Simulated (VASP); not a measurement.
# Ba (P4/mmm) in VASP: single point with r2SCAN

Aim: the single point of Ba with r2SCAN.

All numbers are computed with VASP 6.6.1; they aren't measurements. Logs are shortened: lines on timing, memory, paths and dates and some standing lists are left out, and cuts for length are marked.

## 1. The cell of the first run

Symmetry: P4/mmm, No. 123, tetragonal system. The conventional cell has a = 3.875 Å, b = 3.875 Å, c = 3.842 Å, α = 90.00°, β = 90.00°, γ = 90.00°. Within 5.0 Å of Ba (site symmetry 4/mmm) lie 6 Ba at 3.84 to 3.87 Å.

## 2. Single point, r2SCAN

Input file POSCAR:

```
Ba
1.0
    3.8745781693      0.0000000000      0.0000000000
    0.0000000000      3.8745781693      0.0000000000
    0.0000000000      0.0000000000      3.8420704231
Ba
1
Direct
    0.5000000000      0.5000000000      0.5000000000
```

Input file INCAR.step1:

```
ALGO     = Normal         # electronic algorithm
EDIFF    = 1E-4           # SCF threshold, eV
ENCUT    = 520            # plane-wave cutoff, eV
GGA      = PE             # functional
ISMEAR   = 0              # smearing method
LASPH    = T              # aspherical terms in the spheres
LCHARG   = F              # write CHGCAR
LREAL    = F              # projectors in reciprocal space
LWAVE    = T              # write WAVECAR
NBANDS   = 11             # bands
NELM     = 100            # most SCF steps
PREC     = Accurate       # precision mode
SIGMA    = 0.15           # smearing width, eV
```

Input file INCAR.step2:

```
ALGO     = Normal         # electronic algorithm
EDIFF    = 1E-6           # SCF threshold, eV
ENCUT    = 520            # plane-wave cutoff, eV
ISIF     = 2              # what is computed and relaxed
ISMEAR   = 0              # smearing method
ISTART   = 1            
LASPH    = T              # aspherical terms in the spheres
LCHARG   = T              # write CHGCAR
LELF     = T              # ELF
LMIXTAU  = T            
LREAL    = F              # projectors in reciprocal space
LVHAR    = T            
LWAVE    = F              # write WAVECAR
METAGGA  = R2SCAN         # meta-GGA
NBANDS   = 11             # bands
NELM     = 100            # most SCF steps
PREC     = Accurate       # precision mode
SIGMA    = 0.15           # smearing width, eV
```

Input file KPOINTS:

```
k-points
0
Gamma
  14 14 14
```

Potentials or basis: VASP PAW PBE potentials, release 64 (Ba_sv).

On the command line:

```bash
> cat potpaw_PBE.64/Ba_sv/POTCAR > POTCAR
> cp INCAR.step1 INCAR
> mpirun -np 1 vasp_std > vasp.out
> cp INCAR.step2 INCAR
> mpirun -np 1 vasp_std > vasp.out
```

OUTCAR:

```text
EDIFF = 1E-6
   ENCUT = 520
   ISIF = 2
   ISMEAR = 0
   ISTART = 1
   LASPH = T
   LREAL = F
   METAGGA = R2SCAN
   NELM = 100
   PREC = Accurate

 ion  position               nearest neighbor table
   1  0.500  0.500  0.500-

  LATTYP: Found a simple tetragonal cell.
 ALAT       =     3.8745781693
 C/A-ratio  =     0.9916099909

  Lattice vectors:

 A1 = (   3.8745781693,   0.0000000000,   0.0000000000)
 A2 = (   0.0000000000,   3.8745781693,   0.0000000000)
 A3 = (   0.0000000000,   0.0000000000,   3.8420704231)

Analysis of symmetry for initial positions (statically):
=====================================================================
 Subroutine PRICEL returns:
 Original cell was already a primitive cell.

 Routine SETGRP: Setting up the symmetry group for a
 simple tetragonal supercell.

 Subroutine GETGRP returns: Found 16 space group operations
 (whereof 16 operations were pure point group operations)
 out of a pool of 16 trial point group operations.

The static configuration has the point symmetry D_4h.

Analysis of symmetry for dynamics (positions and initial velocities):
=====================================================================
 Subroutine PRICEL returns:
 Original cell was already a primitive cell.

 Routine SETGRP: Setting up the symmetry group for a
 simple tetragonal supercell.

 Subroutine GETGRP returns: Found 16 space group operations
 (whereof 16 operations were pure point group operations)
 out of a pool of 16 trial point group operations.

The dynamic configuration has the point symmetry D_4h.

 Subroutine INISYM returns: Found 16 space group operations
 (whereof 16 operations are pure point group operations),
 and found     1 'primitive' translations

----------------------------------------------------------------------------------------

                                     Primitive cell

  volume of cell :      57.6785

  direct lattice vectors                    reciprocal lattice vectors
     3.874578169  0.000000000  0.000000000     0.258092612  0.000000000  0.000000000
     0.000000000  3.874578169  0.000000000     0.000000000  0.258092612  0.000000000
     0.000000000  0.000000000  3.842070423     0.000000000  0.000000000  0.260276333

  length of vectors
     3.874578169  3.874578169  3.842070423     0.258092612  0.258092612  0.260276333

  position of ions in fractional coordinates (direct lattice)
     0.500000000  0.500000000  0.500000000

  ion indices of the primitive-cell ions
   primitive index   ion index
                 1           1

----------------------------------------------------------------------------------------

 KPOINTS: k-points

Automatic generation of k-mesh.
 Grid dimensions read from file:
 generate k-points for:   14   14   14

 Generating k-lattice:

  Cartesian coordinates                     Fractional coordinates (reciprocal lattice)
     0.018435187  0.000000000  0.000000000     0.071428571  0.000000000  0.000000000
     0.000000000  0.018435187  0.000000000     0.000000000  0.071428571  0.000000000
     0.000000000  0.000000000  0.018591167     0.000000000  0.000000000  0.071428571

  Length of vectors
     0.018435187  0.018435187  0.018591167

  Shift w.r.t. Gamma in fractional coordinates (k-lattice)
     0.000000000  0.000000000  0.000000000

 Subroutine IBZKPT returns following result:
 ===========================================

 Found    288 irreducible k-points:

 Following reciprocal coordinates:
            Coordinates               Weight
  0.000000  0.000000  0.000000      1.000000
  0.071429  0.000000  0.000000      4.000000
  0.142857  0.000000  0.000000      4.000000
  0.214286  0.000000  0.000000      4.000000
  0.285714  0.000000  0.000000      4.000000
  0.357143  0.000000  0.000000      4.000000
[... 16 lines left out ...]
  0.285714  0.214286  0.000000      8.000000
  0.357143  0.214286  0.000000      8.000000
 [... further k-points ...]
   k-points           NKPTS =    288   k-points in BZ     NKDIM =    288   number of bands    NBANDS=     11
   number of dos      NEDOS =    301   number of ions     NIONS =      1
   total plane-waves  NPLWV =  27000
   dimension x,y,z NGX =    30 NGY =   30 NGZ =   30
   dimension x,y,z NGXF=    60 NGYF=   60 NGZF=   60
   ions per type =               1
   NGX,Y,Z   is equivalent  to a cutoff of  12.87, 12.87, 12.98 a.u.
   NGXF,Y,Z  is equivalent  to a cutoff of  25.74, 25.74, 25.96 a.u.
 SYSTEM =  unknown system
   PREC   = accura    normal or accurate (medium, high low for compatibility)
   ISTART =      1    job   : 0-new  1-cont  2-samecut
   ICHARG =      0    charge: 1-file 2-atom 10-const
   ISPIN  =      1    spin polarized calculation?
   LNONCOLLINEAR =      F non collinear calculations
   LSORBIT =      F    spin-orbit coupling
   LASPH  =      T    aspherical Exc in radial PAW
   ENCUT  =  520.0 eV  38.22 Ry    6.18 a.u.   7.20  7.20  7.14*2*pi/ulx,y,z
   NELM   =    100;   NELMIN=  2; NELMDL=  0     # of ELM steps
   EDIFF  = 0.1E-05   stopping-criterion for ELM
   LREAL  =      F    real-space projection
   EDIFFG = 0.1E-04   stopping-criterion for IOM
   NSW    =      0    number of steps for IOM
   IBRION =     -1    ionic relax: 0-MD 1-quasi-New 2-CG
   NFREE  =      0    steps in history (QN), initial steepest desc. (CG)
   ISIF   =      2    stress and relaxation
   ISYM   =      2    0-nonsym 1-usesym 2-fastsym
   POTIM  = 0.5000    time-step for ionic-motion
   TEBEG  =    0.0;   TEEND  =   0.0 temperature during run
   PSTRESS=    0.0 pullay stress
   NELECT =      10.0000    total number of electrons
   NUPDOWN=      -1.0000    fix difference up-down
   EMIN   =  10.00;   EMAX   =-10.00  energy-range for DOS
   EFERMI =   0.00;   METHOD = LEGACY
   ISMEAR =     0;   SIGMA  =   0.15  broadening in eV -4-tet -1-fermi 0-gaus
   EFERMI_NEDOS =   21; number of points for ismear=-14 and -15
   IALGO  =     38    algorithm
   IMIX   =      4    mixing-type and parameters
     AMIX     =   0.40;   BMIX     =  1.00
     AMIX_MAG =   1.60;   BMIX_MAG =  1.00
  volume/ion in A,a.u.               =      57.68       389.23
  Fermi-wavevector in a.u.,A,eV,Ry     =   0.912858  1.725052 11.337878  0.833311
  Thomas-Fermi vector in A             =   2.037303
   LORBIT       =      0    0 simple, 1 ext, 2 COOP (PROOUT), +10 PAW based schemes
   METAGGA = R2SCAN    functional components
   LHFCALC =     F    Hartree Fock is set to
   AEXX    =    0.0000 exact exchange contribution
   IVDW    =     0    specifies the selected vdW correction
   LEPSILON=     F    determine dielectric tensor
   LRPA    =     F    only Hartree local field effects (RPA)
 non-spin polarized calculation
 Gauss-broadening in eV      SIGMA  =   0.15
  energy-cutoff  :      520.00
  volume of cell :       57.68
 maximum number of plane-waves:      1572
 NGX is ok and might be reduce to    30
   NGX = 15   NGY = 15   NGZ = 15

 number of electron      10.0000001 magnetization

 Free energy of the ion-electron system (eV)
  ---------------------------------------------------
  ext. energy  EPLUGINS =         0.00000000
  ---------------------------------------------------
  free energy    TOTEN  =       -26.17998643 eV

  energy without entropy =      -26.17577485  energy(sigma->0) =      -26.17788064

 E-fermi :   1.9936     XC(G=0):  -8.1183

 val. band max:        1.9755297047   @ k =   0.5000   0.0714   0.1429
 cond. band min:       1.9984887270   @ k =   0.5000   0.4286   0.5000
 fundamental gap:      0.0229590223
 Fermi energy:         1.9936189394

 k-point     1 :       0.0000    0.0000    0.0000
  band No.  band energies     occupation
      1     -28.2157      2.00000
      2     -12.5824      2.00000
      3     -12.5824      2.00000
      4     -12.5583      2.00000
      5      -0.7127      2.00000
      6       2.1294      0.20059
      7       2.1306      0.19640
      8       7.3722      0.00000
      9       7.4308      0.00000
     10       7.4308      0.00000
     11      10.4085      0.00000

 k-point     2 :       0.0714    0.0000    0.0000
  band No.  band energies     occupation
      1     -28.2119      2.00000
      2     -12.6287      2.00000
      3     -12.5784      2.00000
      4     -12.5544      2.00000
      5      -0.6260      2.00000
      6       2.1577      0.12181
      7       2.2182      0.03419
      8       7.1411      0.00000
      9       7.2058      0.00000
     10       7.4442      0.00000
     11      10.0143      0.00000

 k-point     3 :       0.1429    0.0000    0.0000
  band No.  band energies     occupation
      1     -28.2013      2.00000
      2     -12.7554      2.00000
      3     -12.5673      2.00000
      4     -12.5433      2.00000
      5      -0.3830      2.00000
      6       2.2368      0.02188
      7       2.4669      0.00001
      8       6.6301      0.00000
      9       6.7039      0.00000
     10       7.4821      0.00000
     11       9.2548      0.00000

 k-point     4 :       0.2143    0.0000    0.0000
  band No.  band energies     occupation
      1     -28.1860      2.00000
      2     -12.9315      2.00000
      3     -12.5510      2.00000
      4     -12.5273      2.00000
      5      -0.0252      2.00000
      6       2.3575      0.00060
      7       2.8072      0.00000
      8       6.0721      0.00000
      9       6.1520      0.00000
     10       7.5382      0.00000
     11       8.5820      0.00000
[... 239 lines left out ...]
 k-point    22 :       0.2143    0.2143    0.0000
  band No.  band energies     occupation
      1     -28.1567      2.00000
      2     -12.9069      2.00000
      3     -12.8754      2.00000
      4     -12.4969      2.00000
      5       0.5943      2.00000
      6       2.6793      0.00000
      7       3.3592      0.00000
      8       4.8193      0.00000
      9       6.1457      0.00000
     10       6.5449      0.00000
     11       9.4804      0.00000

 k-point    23 :       0.2857    0.2143    0.0000
  band No.  band energies     occupation
      1     -28.1398      2.00000
      2     -13.0749      2.00000
      3     -12.8667      2.00000
      4     -12.4794      2.00000
      5       0.9466      2.00000
      6       2.6848      0.00000
      7       3.6336      0.00000
      8       4.6899      0.00000
      9       5.8130      0.00000
     10       6.5033      0.00000
     11       9.0626      0.00000

 k-point    24 :       0.3571    0.2143    0.0000
  band No.  band energies     occupation
      1     -28.1245      2.00000
      2     -13.2322      2.00000
      3     -12.8462      2.00000
      4     -12.4636      2.00000
      5       1.3016      2.00000
      6       2.5622      0.00000
      7       3.6557      0.00000
      8       4.9597      0.00000
      9       5.4733      0.00000
     10       6.5699      0.00000
     11       8.8880      0.00000

 [... further k-points ...]
[... 5 lines left out ...]
  --------------------------------------------------------------------------------------
  -------------------------------------------------------------------------------------
  Total        0.1479697      0.1479697      0.2552467      0.0000000     -0.0000000      0.0000000
  in kB        4.1102602      4.1102602      7.0901695      0.0000000     -0.0000000      0.0000000
  external PRESSURE =       5.1035633 kB  Pullay stress =       0.0000000 kB

 VOLUME and BASIS-vectors are now :
 -----------------------------------------------------------------------------
  energy-cutoff  :      520.00
  volume of cell :       57.68
      direct lattice vectors                 reciprocal lattice vectors
     3.874578169  0.000000000  0.000000000     0.258092612  0.000000000  0.000000000
     0.000000000  3.874578169  0.000000000     0.000000000  0.258092612  0.000000000
     0.000000000  0.000000000  3.842070423     0.000000000  0.000000000  0.260276333

 POSITION                                       TOTAL-FORCE (eV/Angst)
 -----------------------------------------------------------------------------------
      1.93729      1.93729      1.92104         0.000000      0.000000      0.000000
 -----------------------------------------------------------------------------------
    total drift:                                0.000000      0.000000      0.000000

  FREE ENERGIE OF THE ION-ELECTRON SYSTEM (eV)
  ---------------------------------------------------
  free  energy   TOTEN  =       -26.1799864295 eV

  energy  without entropy=      -26.1757748523  energy(sigma->0) =      -26.17788064
```

It took 3.8 min on 1 thread of Intel Xeon Platinum 8559C (Emerald Rapids), shared host; peak memory 0.3 GiB.

What came out:

```
Free energy            : -26.1800 eV
Pressure               : 0.5 GPa
Band gap on the k mesh : zero (band 5 reaches 2.12 eV, above the bottom of band 6 at 1.84 eV)
```

Stress tensor (GPa, compression positive):
```
0.41 0.00 0.00
0.00 0.41 0.00
0.00 0.00 0.71
```

Levels at points of the mesh, in eV from the Fermi level:
```
           k point  band 3  band 4  band 5  band 6  band 7  band 8
(0.00, 0.00, 0.00)  -14.58  -14.55   -2.71    0.14    0.14    5.38
(0.50, 0.00, 0.00)  -14.49  -14.47   -0.52    0.80    0.82    2.90
(0.50, 0.50, 0.00)  -15.29  -14.40   -1.24    1.00    3.55    3.55
(0.00, 0.00, 0.50)  -14.49  -14.49   -0.48    0.84    0.86    2.86
(0.50, 0.00, 0.50)  -15.28  -14.41   -1.26    1.05    3.43    3.50
(0.50, 0.50, 0.50)  -15.16  -15.16   -0.15   -0.15   -0.08    4.07
```

Caveat: the PAW data sets were made with another functional, which shifts forces and pressure a little; spin-orbit coupling is left out, which moves the levels of the heavy elements.
